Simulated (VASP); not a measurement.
Ga3S2: single point with PBE

The system is Ga3S2.

```
Ga S
1.0
     4.83771    0.00000    0.00000
    -2.41885    4.18958    0.00000
     0.00000    0.00000    5.00180
Ga S
3 2
Cartesian
  0.0000 2.7931 2.5009
  2.4189 1.3965 2.5009
  0.0000 0.0000 2.5009
  0.0000 2.7931 0.0000
  2.4189 1.3965 0.0000
```

The cell was generated, and may not be a known phase.

```yaml
Program: VASP 6.6.1
Task: single point
Functional: PBE
Potentials_or_basis: VASP PAW PBE potentials, release 64 (Ga_d, S)
Cutoff: 520 eV
k_mesh: 12 × 12 × 8
Occupations: gaussian, width 0.1 eV
Spin: no spin polarisation
```

The pressure is 0.0 GPa and the band gap on the k mesh is zero (an odd number of electrons rules out a gap without spin polarisation).

Levels at points of the mesh, in eV from the Fermi level:
| k point | band 22 | band 23 | band 24 | band 25 | band 26 | band 27 | band 28 | band 29 |
| --- | --- | --- | --- | --- | --- | --- | --- | --- |
| (0.00, 0.00, 0.00) | -2.76 | -1.52 | -1.52 | -1.38 | -0.47 | 0.85 | 0.85 | 1.40 |
| (0.50, 0.00, 0.00) | -3.88 | -3.18 | -1.83 | -1.31 | -0.33 | 0.79 | 1.86 | 5.04 |
| (0.00, 0.00, 0.50) | -2.84 | -0.51 | -0.51 | -0.45 | -0.45 | -0.21 | -0.21 | 0.37 |
| (0.50, 0.00, 0.50) | -3.37 | -2.76 | -0.38 | -0.20 | 0.96 | 1.45 | 2.11 | 2.93 |

It took 3.8 min on 1 thread of AMD EPYC 7R13 Processor (Zen 3) (shared host), peak memory 0.35 GiB.
